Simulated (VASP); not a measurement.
Wanted: the native input for a VASP 6.6.1 run.

- Task: single point
- Functional: PBE
- Potentials or basis: VASP PAW PBE potentials, release 64 (Na_pv, H)
- Cutoff: 520 eV
- k mesh: 10 × 10 × 10
- Occupations: gaussian, width 0.05 eV
- Spin: no spin polarisation
- Dipole correction: no
- Further INCAR settings: ALGO = Normal; EDIFF = 1e-06; NBANDS = 11

The structure of NaH lies in POSCAR:

```
NaH
1.0
    2.8073678000      0.0000000000      0.0000000000
    0.0000000000      2.8073678000      0.0000000000
    0.0000000000      0.0000000000      2.9551240000
Na H
1 1
Direct
    0.0000000000      0.0000000000      0.0000000000
    0.5000000000      0.5000000000      0.5000000000
```

This cell differs from its parent crystal: strain -0.050 along x and y, +0.000 along z.

These files were run (other wordings do the same):

INCAR

```
  ALGO = Normal
  EDIFF = 1E-6
  ENCUT = 520
  GGA = PE
  ISIF = 2
  ISMEAR = 0
  LASPH = T
  LCHARG = F
  LREAL = F
  LWAVE = F
  NBANDS = 11
  NELM = 80
  PREC = Accurate
  SIGMA = 0.05
```

KPOINTS

```
k-points
0
Gamma
  10 10 10
```

Potentials or basis: VASP PAW PBE potentials, release 64 (Na_pv, H).

Run with:

```console
$ cat potpaw_PBE.64/Na_pv/POTCAR potpaw_PBE.64/H/POTCAR > POTCAR
$ mpirun -np 1 vasp_std > vasp.out
```

Results of the run:

The pressure is 3.2 GPa and the band gap on the k mesh is 0.68 eV (least direct gap 4.63 eV).

Caveat: the cell differs from its parent crystal (strain -0.050 along x and y, +0.000 along z); the cell stands under pressure.

Run time: 28 s on 1 thread of Intel Xeon 8259CL, on a shared host, peak memory 0.15 GiB.
